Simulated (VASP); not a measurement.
# Ga2S (R-3m) in VASP: further runs

Ga2S is run at these levels: PBE; tasks: single point, relaxation of cell and atoms.

All numbers are computed with VASP 6.6.1; they aren't measurements. Logs are shortened: lines on timing, memory, paths and dates and some standing lists are left out, and cuts for length are marked.

## Step 1: The cell of the first run

It takes space group R-3m (No. 166, trigonal). Conventional cell: a = 3.542 Å, b = 3.542 Å, c = 16.048 Å, α = 90.00°, β = 90.00°, γ = 120.00°. Ga (site symmetry 3m) has 3 S at 2.44 Å within 3.2 Å. Within 3.2 Å of S (site symmetry -3m) lie 6 Ga at 2.44 Å.

## Step 2: Single point, PBE

INCAR reads:

```
PREC = Accurate
ENCUT = 520
EDIFF = 1E-7
ISMEAR = 0
SIGMA = 0.1
LREAL = False
LASPH = True
NELM = 80
ALGO = Normal
ISIF = 2
LWAVE = False
LCHARG = True
GGA = PE
LELF = True
LVHAR = True
NBANDS = 23
```

KPOINTS reads:

```
regular mesh
0
Gamma
  6 6 6
```

POSCAR reads:

```
Ga2S
1.0
    1.7711673067      1.0225839213      5.3493783536
   -1.7711673067      1.0225839213      5.3493783536
    0.0000000000     -2.0451678426      5.3493783536
Ga S
2 1
Direct
    0.7500000000      0.7500000000      0.7500000000
    0.2500000000      0.2500000000      0.2500000000
    0.0000000000      0.0000000000      0.0000000000
```

Potentials or basis: VASP PAW PBE potentials, release 64 (Ga_d, S).

On the command line:

```sh
cat potpaw_PBE.64/Ga_d/POTCAR potpaw_PBE.64/S/POTCAR > POTCAR
mpirun -np 1 vasp_std > vasp.out
```

OUTCAR:

```text
PREC = Accurate
   ENCUT = 520
   EDIFF = 1E-7
   ISMEAR = 0
   LREAL = False
   LASPH = True
   NELM = 80
   ISIF = 2
   GGA = PE

 ion  position               nearest neighbor table
   1  0.750  0.750  0.750-   3 2.44   3 2.44   3 2.44
   2  0.250  0.250  0.250-   3 2.44   3 2.44   3 2.44
   3  0.000  0.000  0.000-   1 2.44   2 2.44   1 2.44   1 2.44   2 2.44   2 2.44

  LATTYP: Found a trigonal (rhomboedric) cell.
 ALAT       =     5.7270027304
 COS(alpha) =     0.8087090652

  Lattice vectors:

 A1 = (   1.7711673067,   1.0225839213,   5.3493783536)
 A2 = (  -1.7711673067,   1.0225839213,   5.3493783536)
 A3 = (   0.0000000000,  -2.0451678426,   5.3493783536)

Analysis of symmetry for initial positions (statically):
=====================================================================
 Subroutine PRICEL returns:
 Original cell was already a primitive cell.

 Routine SETGRP: Setting up the symmetry group for a
 trigonal (rhombohedral) supercell.

 Subroutine GETGRP returns: Found 12 space group operations
 (whereof 12 operations were pure point group operations)
 out of a pool of 12 trial point group operations.

The static configuration has the point symmetry D_3d.

Analysis of symmetry for dynamics (positions and initial velocities):
=====================================================================
 Subroutine PRICEL returns:
 Original cell was already a primitive cell.

 Routine SETGRP: Setting up the symmetry group for a
 trigonal (rhombohedral) supercell.

 Subroutine GETGRP returns: Found 12 space group operations
 (whereof 12 operations were pure point group operations)
 out of a pool of 12 trial point group operations.

The dynamic configuration has the point symmetry D_3d.

 Subroutine INISYM returns: Found 12 space group operations
 (whereof 12 operations are pure point group operations),
 and found     1 'primitive' translations

----------------------------------------------------------------------------------------

                                     Primitive cell

  volume of cell :      58.1317

  direct lattice vectors                    reciprocal lattice vectors
     1.771167307  1.022583921  5.349378354     0.282299700  0.162985808  0.062312536
    -1.771167307  1.022583921  5.349378354    -0.282299700  0.162985808  0.062312536
     0.000000000 -2.045167843  5.349378354     0.000000000 -0.325971616  0.062312536

  length of vectors
     5.727002730  5.727002730  5.727002730     0.331873992  0.331873992  0.331873992

  position of ions in fractional coordinates (direct lattice)
     0.750000000  0.750000000  0.750000000
     0.250000000  0.250000000  0.250000000
     0.000000000  0.000000000  0.000000000

  ion indices of the primitive-cell ions
   primitive index   ion index
                 1           1
                 2           2
                 3           3

----------------------------------------------------------------------------------------

 KPOINTS: regular mesh

Automatic generation of k-mesh.
 Grid dimensions read from file:
 generate k-points for:    6    6    6

 Generating k-lattice:

  Cartesian coordinates                     Fractional coordinates (reciprocal lattice)
     0.047049950  0.027164301  0.010385423     0.166666667  0.000000000  0.000000000
    -0.047049950  0.027164301  0.010385423     0.000000000  0.166666667  0.000000000
     0.000000000 -0.054328603  0.010385423     0.000000000  0.000000000  0.166666667

  Length of vectors
     0.055312332  0.055312332  0.055312332

  Shift w.r.t. Gamma in fractional coordinates (k-lattice)
     0.000000000  0.000000000  0.000000000

 Subroutine IBZKPT returns following result:
 ===========================================

 Found     32 irreducible k-points:

 Following reciprocal coordinates:
            Coordinates               Weight
  0.000000  0.000000  0.000000      1.000000
  0.166667 -0.000000  0.000000      6.000000
  0.333333 -0.000000  0.000000      6.000000
  0.500000  0.000000  0.000000      3.000000
  0.166667  0.166667  0.000000      6.000000
  0.333333  0.166667  0.000000     12.000000
[... 16 lines left out ...]
  0.500000  0.500000  0.166667      6.000000
 -0.333333  0.500000  0.166667     12.000000
 [... further k-points ...]
   k-points           NKPTS =     32   k-points in BZ     NKDIM =     32   number of bands    NBANDS=     23
   number of dos      NEDOS =    301   number of ions     NIONS =      3
   total plane-waves  NPLWV = 110592
   dimension x,y,z NGX =    48 NGY =   48 NGZ =   48
   dimension x,y,z NGXF=    96 NGYF=   96 NGZF=   96
   ions per type =               2   1
   NGX,Y,Z   is equivalent  to a cutoff of  13.93, 13.93, 13.93 a.u.
   NGXF,Y,Z  is equivalent  to a cutoff of  27.87, 27.87, 27.87 a.u.
 SYSTEM =  unknown system
   PREC   = accura    normal or accurate (medium, high low for compatibility)
   ISTART =      0    job   : 0-new  1-cont  2-samecut
   ICHARG =      2    charge: 1-file 2-atom 10-const
   ISPIN  =      1    spin polarized calculation?
   LNONCOLLINEAR =      F non collinear calculations
   LSORBIT =      F    spin-orbit coupling
   LASPH  =      T    aspherical Exc in radial PAW
   ENCUT  =  520.0 eV  38.22 Ry    6.18 a.u.  10.65 10.65 10.65*2*pi/ulx,y,z
   NELM   =     80;   NELMIN=  2; NELMDL= -5     # of ELM steps
   EDIFF  = 0.1E-06   stopping-criterion for ELM
   LREAL  =      F    real-space projection
   EDIFFG = 0.1E-05   stopping-criterion for IOM
   NSW    =      0    number of steps for IOM
   IBRION =     -1    ionic relax: 0-MD 1-quasi-New 2-CG
   NFREE  =      0    steps in history (QN), initial steepest desc. (CG)
   ISIF   =      2    stress and relaxation
   ISYM   =      2    0-nonsym 1-usesym 2-fastsym
   POTIM  = 0.5000    time-step for ionic-motion
   TEBEG  =    0.0;   TEEND  =   0.0 temperature during run
   PSTRESS=    0.0 pullay stress
   NELECT =      32.0000    total number of electrons
   NUPDOWN=      -1.0000    fix difference up-down
   EMIN   =  10.00;   EMAX   =-10.00  energy-range for DOS
   EFERMI =   0.00;   METHOD = LEGACY
   ISMEAR =     0;   SIGMA  =   0.10  broadening in eV -4-tet -1-fermi 0-gaus
   EFERMI_NEDOS =   21; number of points for ismear=-14 and -15
   IALGO  =     38    algorithm
   IMIX   =      4    mixing-type and parameters
     AMIX     =   0.40;   BMIX     =  1.00
     AMIX_MAG =   1.60;   BMIX_MAG =  1.00
  volume/ion in A,a.u.               =      19.38       130.76
  Fermi-wavevector in a.u.,A,eV,Ry     =   1.341695  2.535436 24.492464  1.800145
  Thomas-Fermi vector in A             =   2.469908
   LORBIT       =      0    0 simple, 1 ext, 2 COOP (PROOUT), +10 PAW based schemes
   GGA     = PE    functional components
   LHFCALC =     F    Hartree Fock is set to
   AEXX    =    0.0000 exact exchange contribution
   IVDW    =     0    specifies the selected vdW correction
   LEPSILON=     F    determine dielectric tensor
   LRPA    =     F    only Hartree local field effects (RPA)
 non-spin polarized calculation
 Gauss-broadening in eV      SIGMA  =   0.10
  energy-cutoff  :      520.00
  volume of cell :       58.13
 maximum number of plane-waves:      1592
 NGX is ok and might be reduce to    48
   NGX = 21   NGY = 21   NGZ = 21

 number of electron      31.9999999 magnetization

 Free energy of the ion-electron system (eV)
  ---------------------------------------------------
  ext. energy  EPLUGINS =         0.00000000
  ---------------------------------------------------
  free energy    TOTEN  =        -9.81946105 eV

  energy without entropy =       -9.81487966  energy(sigma->0) =       -9.81717036

 E-fermi :   6.1160     XC(G=0): -10.3632

 val. band max:        5.8941938792   @ k =   0.1667   0.1667   0.0000
 cond. band min:       6.1250224403   @ k =   0.1667  -0.0000   0.0000
 fundamental gap:      0.2308285611
 Fermi energy:         6.1159778204

 k-point     1 :       0.0000    0.0000    0.0000
  band No.  band energies     occupation
      1     -10.3317      2.00000
      2      -9.2689      2.00000
      3      -9.2689      2.00000
      4      -9.2139      2.00000
      5      -9.2094      2.00000
      6      -9.2094      2.00000
[... 15 lines left out ...]
     22      13.4171      0.00000
     23      13.7566      0.00000

 k-point     2 :       0.1667   -0.0000    0.0000
  band No.  band energies     occupation
      1     -10.2009      2.00000
      2      -9.2558      2.00000
      3      -9.2196      2.00000
      4      -9.2143      2.00000
      5      -9.1978      2.00000
      6      -9.1876      2.00000
[... 15 lines left out ...]
     22      13.1796      0.00000
     23      14.6193      0.00000

 k-point     3 :       0.3333   -0.0000    0.0000
  band No.  band energies     occupation
      1     -10.0396      2.00000
      2      -9.2445      2.00000
      3      -9.2370      2.00000
      4      -9.2163      2.00000
      5      -9.1891      2.00000
      6      -9.1803      2.00000
[... 15 lines left out ...]
     22      13.2446      0.00000
     23      14.6239      0.00000

 k-point     4 :       0.5000    0.0000    0.0000
  band No.  band energies     occupation
      1      -9.9975      2.00000
      2      -9.2586      2.00000
      3      -9.2316      2.00000
      4      -9.2122      2.00000
      5      -9.2039      2.00000
      6      -9.1707      2.00000
[... 15 lines left out ...]
     22      14.4353      0.00000
     23      14.9306      0.00000

 k-point     5 :       0.1667    0.1667    0.0000
  band No.  band energies     occupation
      1     -10.1980      2.00000
      2      -9.2528      2.00000
      3      -9.2158      2.00000
      4      -9.2147      2.00000
      5      -9.2042      2.00000
      6      -9.1949      2.00000
[... 15 lines left out ...]
     22      13.9316      0.00000
     23      14.7493      0.00000

 k-point     6 :       0.3333    0.1667    0.0000
  band No.  band energies     occupation
      1     -10.0677      2.00000
      2      -9.2463      2.00000
      3      -9.2243      2.00000
      4      -9.2060      2.00000
      5      -9.2041      2.00000
      6      -9.1924      2.00000
[... 15 lines left out ...]
     22      12.9615      0.00000
     23      14.8131      0.00000

 k-point     7 :       0.5000    0.1667    0.0000
  band No.  band energies     occupation
      1      -9.9974      2.00000
      2      -9.2499      2.00000
      3      -9.2302      2.00000
      4      -9.2090      2.00000
      5      -9.2013      2.00000
      6      -9.1772      2.00000
[... 353 lines left out ...]
     22      13.2763      0.00000
     23      14.1550      0.00000

 k-point    21 :      -0.3333    0.3333    0.1667
  band No.  band energies     occupation
      1      -9.9989      2.00000
      2      -9.2624      2.00000
      3      -9.2331      2.00000
      4      -9.2154      2.00000
      5      -9.2026      2.00000
      6      -9.1748      2.00000
[... 15 lines left out ...]
     22      13.3921      0.00000
     23      14.3052      0.00000

 k-point    22 :      -0.1667    0.3333    0.1667
  band No.  band energies     occupation
      1     -10.0003      2.00000
      2      -9.2506      2.00000
      3      -9.2315      2.00000
      4      -9.2149      2.00000
      5      -9.2109      2.00000
      6      -9.1746      2.00000
[... 15 lines left out ...]
     22      12.4614      0.00000
     23      14.7046      0.00000

 k-point    23 :       0.5000    0.5000    0.1667
  band No.  band energies     occupation
      1     -10.0398      2.00000
      2      -9.2553      2.00000
      3      -9.2384      2.00000
      4      -9.2295      2.00000
      5      -9.2165      2.00000
      6      -9.1700      2.00000
[... 15 lines left out ...]
     22      12.6000      0.00000
     23      12.9951      0.00000

 k-point    24 :      -0.3333    0.5000    0.1667
  band No.  band energies     occupation
      1     -10.0011      2.00000
      2      -9.2685      2.00000
      3      -9.2311      2.00000
      4      -9.2224      2.00000
      5      -9.2106      2.00000
      6      -9.1706      2.00000
[... 15 lines left out ...]
     22      13.3584      0.00000
     23      14.0239      0.00000

 [... further k-points ...]

------------------------ aborting loop because EDIFF is reached ----------------------------------------

  FORCE on cell =-STRESS in cart. coord.  units (eV):
  Direction    XX          YY          ZZ          XY          YZ          ZX
  --------------------------------------------------------------------------------------
  -------------------------------------------------------------------------------------
  Total        4.4900471      4.4900471      5.2473326      0.0000000      0.0000000      0.0000000
  in kB      123.7508987    123.7508987    144.6225663      0.0000000      0.0000000      0.0000000
  external PRESSURE =     130.7081212 kB  Pullay stress =       0.0000000 kB

 VOLUME and BASIS-vectors are now :
 -----------------------------------------------------------------------------
  energy-cutoff  :      520.00
  volume of cell :       58.13
      direct lattice vectors                 reciprocal lattice vectors
     1.771167307  1.022583921  5.349378354     0.282299700  0.162985808  0.062312536
    -1.771167307  1.022583921  5.349378354    -0.282299700  0.162985808  0.062312536
     0.000000000 -2.045167843  5.349378354     0.000000000 -0.325971616  0.062312536

 POSITION                                       TOTAL-FORCE (eV/Angst)
 -----------------------------------------------------------------------------------
      0.00000      0.00000     12.03610         0.000000      0.000000      2.358711
      0.00000      0.00000      4.01203         0.000000     -0.000000     -2.358711
      0.00000      0.00000      0.00000         0.000000      0.000000     -0.000000
 -----------------------------------------------------------------------------------
    total drift:                                0.000000      0.000000      0.000000

  FREE ENERGIE OF THE ION-ELECTRON SYSTEM (eV)
  ---------------------------------------------------
  free  energy   TOTEN  =        -9.8194610527 eV

  energy  without entropy=       -9.8148796612  energy(sigma->0) =       -9.81717036
```

Run time: 4 min. Hardware: 1 thread of Intel Xeon 8259CL, shared host; peak memory 0.33 GiB.

Results:

| Property | Result |
| --- | --- |
| Free energy | -9.8195 eV |
| Pressure | 13.1 GPa |
| Largest force | 2.359 eV/Å |
| Band gap on the k mesh | zero (bands 16 and 17 overlap by 1.34 eV) |

Forces in eV/Å, atoms in the order of the input:
```
Ga   0.000  0.000  2.359
Ga   0.000  0.000 -2.359
S    0.000  0.000  0.000
```

Caveat: the cell stands under pressure; forces of over 1 eV/Å act on the atoms, so gaps and moduli don't describe the material at rest.

## Step 3: Single point, PBE

This run uses another cell than the first one, of 20.27 Å³/atom.

INCAR reads:

```
  PREC = Accurate
  ENCUT = 520
  EDIFF = 1E-6
  ISMEAR = 0
  SIGMA = 0.1
  LREAL = F
  LASPH = T
  NELM = 100
  ALGO = Normal
  ISIF = 2
  LWAVE = F
  LCHARG = F
  GGA = PE
  NBANDS = 23
```

KPOINTS reads:

```
Automatic mesh
0
Gamma
  6 6 6
```

POSCAR reads:

```
Ga2S
1.0
    1.8096550037      1.0448048035      5.3610871237
   -1.8096550037      1.0448048035      5.3610871237
    0.0000000000     -2.0896096071      5.3610871237
Ga S
2 1
Direct
    0.7680697147      0.7680697147      0.7680697147
    0.2319302853      0.2319302853      0.2319302853
    0.0000000000      0.0000000000      0.0000000000
```

Potentials or basis: VASP PAW PBE potentials, release 64 (Ga_d, S).

On the command line:

```sh
cat potpaw_PBE.64/Ga_d/POTCAR potpaw_PBE.64/S/POTCAR > POTCAR
mpirun -np 1 vasp_std > vasp.out
```

Wall time 3.5 min (1 thread of Intel Xeon 8259CL, shared host); peak memory 0.33 GiB.

Results (log left out):

```
Free energy            : -10.5592 eV
Pressure               : -0.1 GPa
Largest force          : 0.030 eV/Å
Band gap on the k mesh : zero (bands 16 and 17 overlap by 2.21 eV)
```

Forces in eV/Å, atoms in the order of the input:
```
Ga   0.000  0.000  0.030
Ga   0.000  0.000 -0.030
S    0.000  0.000  0.000
```

Stress tensor (GPa, compression positive):
```
 0.00  0.00  0.00
 0.00  0.00  0.00
 0.00  0.00 -0.22
```

Levels at points of the mesh, in eV from the Fermi level:
```
           k point  band 14  band 15  band 16  band 17  band 18  band 19
(0.00, 0.00, 0.00)    -1.92    -1.92     1.65     2.15     3.71     3.71
(0.50, 0.00, 0.00)    -4.78    -2.96    -1.21     0.05     2.03     2.34
(0.50, 0.50, 0.00)    -4.49    -3.15    -1.41    -0.48     4.05     4.41
(0.50, 0.50, 0.50)    -2.10    -1.98    -1.98     4.47     4.63     4.63
```

## Step 4: Relaxation of cell and atoms, PBE

INCAR reads:

```
ALGO = Normal
EDIFF = 1E-6
EDIFFG = -0.04
ENCUT = 600
GGA = PE
IBRION = 2
ISIF = 3
ISMEAR = 0
LASPH = True
LCHARG = False
LREAL = False
LWAVE = False
NELM = 80
NSW = 90
PREC = Accurate
SIGMA = 0.1
```

KPOINTS reads:

```
k-points
0
Gamma
  6 6 6
```

POSCAR reads:

```
Ga2S
1.0
    1.7711673067      1.0225839213      5.3493783536
   -1.7711673067      1.0225839213      5.3493783536
    0.0000000000     -2.0451678426      5.3493783536
Ga S
2 1
Direct
    0.7500000000      0.7500000000      0.7500000000
    0.2500000000      0.2500000000      0.2500000000
    0.0000000000      0.0000000000      0.0000000000
```

On the command line:

```sh
cat potpaw_PBE.64/Ga_d/POTCAR potpaw_PBE.64/S/POTCAR > POTCAR
mpirun -np 1 vasp_std > vasp.out
```

It took 22 min on 1 thread of Intel Xeon 8259CL, shared host; peak memory 0.36 GiB.

Results (log left out):

| Property | Result |
| --- | --- |
| Free energy | -10.5606 eV |
| Relaxed volume | 19.75 Å³/atom |
| Relaxed cell | a = 5.688 Å, b = 5.688 Å, c = 5.688 Å, α = 36.84°, β = 36.84°, γ = 36.84° |
| Space group after relaxing (to 0.1 Å) | R-3m (No. 166) |
| Energy gained by relaxing | 247.1 meV/atom |
| Ionic steps | 11 |
| Pressure after relaxing | 0.0 GPa |
| Largest force after relaxing | 0.024 eV/Å |
| Band gap on the k mesh | zero (bands 16 and 17 overlap by 2.46 eV) |

Forces in eV/Å, atoms in the order of the input:
```
Ga   0.000  0.000  0.024
Ga   0.000  0.000 -0.024
S    0.000  0.000  0.000
```

Stress tensor (GPa, compression positive):
```
 0.09  0.00  0.00
 0.00  0.09  0.00
 0.00  0.00 -0.22
```

The path:
| step | energy change (eV) | largest force (eV/Å) | pressure (GPa) | volume (Å³) |
| --- | --- | --- | --- | --- |
| 1 | 0.0000 | 2.3592 | 12.97 | 58.13 |
| 2 | -0.6698 | 0.0431 | -1.02 | 72.35 |
| 3 | -0.6732 | 0.1719 | -0.37 | 71.16 |
| 4 | -0.6731 | 0.1402 | -0.52 | 71.44 |
| 5 | -0.6770 | 0.1264 | -0.52 | 70.90 |
| 6 | -0.6876 | 0.1289 | -0.48 | 69.30 |
| 7 | -0.7139 | 0.1336 | -0.56 | 66.18 |
| 8 | -0.7323 | 0.0049 | 0.21 | 60.23 |
| 9 | -0.7398 | 0.0163 | -0.06 | 59.48 |
| 10 | -0.7354 | 0.0574 | 0.44 | 58.45 |
| 11 | -0.7412 | 0.0242 | -0.01 | 59.24 |

Final structure:
```
Ga S
1.0
     1.79706    1.03753    5.29576
    -1.79706    1.03753    5.29576
     0.00000   -2.07507    5.29576
Ga S
2 1
Direct
  0.76967 0.76967 0.76967
  0.23033 0.23033 0.23033
  0.00000 0.00000 0.00000
```

Levels at points of the mesh, in eV from the Fermi level:
```tsv
k point	band 14	band 15	band 16	band 17	band 18	band 19
(0.00, 0.00, 0.00)	-1.94	-1.94	1.73	2.30	3.68	3.68
(0.50, 0.00, 0.00)	-4.92	-3.00	-1.27	-0.01	1.91	2.38
(0.50, 0.50, 0.00)	-4.61	-3.21	-1.44	-0.51	3.94	4.31
(0.50, 0.50, 0.50)	-2.01	-2.01	-1.97	4.56	4.68	4.68
```

## Step 5: Summary

| task | cell | cutoff (eV) | gap on the mesh (eV) | pressure (GPa) | largest force (eV/Å) |
| --- | --- | --- | --- | --- | --- |
| single point | a = 5.727 Å, angles 36.0°, 3 atoms, atomic positions A | 520 | none | 13.1 | 2.36 |
| single point | a = 5.754 Å, angles 36.7°, 3 atoms, atomic positions B | 520 | none | -0.1 | 0.03 |
| relaxation of cell and atoms | relaxed from a = 5.727 Å, angles 36.0°, 3 atoms, atomic positions A | 600 | none | 0.0 | 0.02 |

Alike in all rows: level PBE; potentials or basis VASP PAW PBE potentials, release 64 (Ga_d, S); no spin polarisation; k mesh 6 × 6 × 6; smearing gaussian 0.1 eV.

Caveats: the cell stands under pressure (at least some runs); forces of over 1 eV/Å act on the atoms, so gaps and moduli don't describe the material at rest (at least some runs).

Absolute energies hang on the potentials; compare differences alone.

The gap in the log of VASP goes by the Fermi energy; the results here count the filled bands.